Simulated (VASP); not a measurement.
Set up this calculation in VASP 6.6.1, as the native input.

- Task: single point
- Functional: PBEsol
- Potentials or basis: VASP PAW PBE potentials, release 64 (W_sv)
- Cutoff: 520 eV
- k mesh: 18 × 18 × 18
- Occupations: tetrahedron
- Spin: no spin polarisation
- Dipole correction: no
- Further INCAR settings: ALGO = Fast; EDIFF = 1e-06; NBANDS = 13; ISYM = 0

The structure of W lies in POSCAR:

```
W
1.0
   -1.5771522830      1.5771522830      1.5771522830
    1.5771522830     -1.5771522830      1.5771522830
    1.5771522830      1.5771522830     -1.5771522830
W
1
Direct
    0.0000000000      0.0000000000      0.0000000000
```

These files were run (other wordings do the same):

INCAR

```
PREC     = Accurate       # precision mode
ENCUT    = 520            # plane-wave cutoff, eV
EDIFF    = 1E-6           # SCF threshold, eV
ISMEAR   = -5             # smearing method
SIGMA    = 0.1            # smearing width, eV
LREAL    = False          # projectors in reciprocal space
LASPH    = True           # aspherical terms in the spheres
NELM     = 80             # most SCF steps
ALGO     = Fast           # electronic algorithm
ISIF     = 2              # what is computed and relaxed
LWAVE    = False          # write WAVECAR
LCHARG   = True           # write CHGCAR
GGA      = PS             # functional
LELF     = True           # ELF
LVHAR    = True         
ISYM     = 0            
NBANDS   = 13             # bands
```

KPOINTS

```
regular mesh
0
Gamma
  18 18 18
```

Potentials or basis: VASP PAW PBE potentials, release 64 (W_sv).

The run is started by

```bash
$ cat potpaw_PBE.64/W_sv/POTCAR > POTCAR
$ mpirun -np 1 vasp_std > vasp.out
```

Results of the run:

```yaml
Pressure: 0.9 GPa
Band_gap_on_the_k_mesh: zero (bands 7 and 8 overlap by 6.50 eV)
```

Caveat: the PAW data sets were made with another functional, which shifts forces and pressure a little; spin-orbit coupling is left out, which moves the levels of the heavy elements; tetrahedron occupations give inexact forces and stress in metals.

It took 3.6 min on 1 thread of AMD EPYC 9R45 (Zen 5), with other jobs on the host, peak memory 0.61 GiB.
